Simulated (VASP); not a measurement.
Wanted: the native input for a VASP 6.6.1 run.

```yaml
Task: single point
Functional: BLYP
Dispersion: D4
Potentials_or_basis: VASP PAW PBE potentials, release 64 (Sn_d)
Cutoff: 520 eV
k_mesh: 10 × 10 × 10
Occupations: fermi-dirac, width 0.05 eV
Spin: no spin polarisation
Dipole_correction: no
Further_INCAR_settings: ALGO = Fast; EDIFF = 1e-06; NBANDS = 13
```

The structure of Sn lies in POSCAR:

```
Sn
1.0
   -1.9094727578      1.9094727578      1.9094727578
    1.9094727578     -1.9094727578      1.9094727578
    1.9094727578      1.9094727578     -1.9094727578
Sn
1
Direct
    0.0000000000      0.0000000000      0.0000000000
```

These files were run (other wordings do the same):

INCAR

```
PREC = Accurate ; ENCUT = 520
EDIFF = 1E-6 ; ISMEAR = -1
SIGMA = 0.05 ; LREAL = F
LASPH = T ; NELM = 60
ALGO = Fast ; ISIF = 2
LWAVE = F ; LCHARG = T
GGA = B5 ; ALDAX = 1.0
AGGAX = 1.0 ; AGGAC = 1.0
ALDAC = 0.0 ; IVDW = 13
VDW_S6 = 1.0 ; VDW_S8 = 2.34076671
VDW_A1 = 0.44488865 ; VDW_A2 = 4.0933009
LELF = T ; LVHAR = T
NBANDS = 13
```

KPOINTS

```
regular mesh
0
Gamma
  10 10 10
```

Potentials or basis: VASP PAW PBE potentials, release 64 (Sn_d).

Command:

```sh
$ cat potpaw_PBE.64/Sn_d/POTCAR > POTCAR
$ mpirun -np 1 vasp_std > vasp.out
```

Results of the run:

| Item | Value |
| --- | --- |
| Pressure | 0.0 GPa |
| Band gap on the k mesh | zero (band 7 reaches 15.75 eV, above the bottom of band 8 at 6.17 eV) |
| Dispersion energy per atom | -0.769 eV |

Caveat: the PAW data sets were made with another functional, which shifts forces and pressure a little; spin-orbit coupling is left out, which moves the levels of the heavy elements; pairwise dispersion overbinds metals, which lowers pressure and volume.

Wall time 25 s on 1 thread of Intel(R) Xeon(R) Platinum 8559C (Emerald Rapids), with other jobs on the host, peak memory 0.15 GiB.
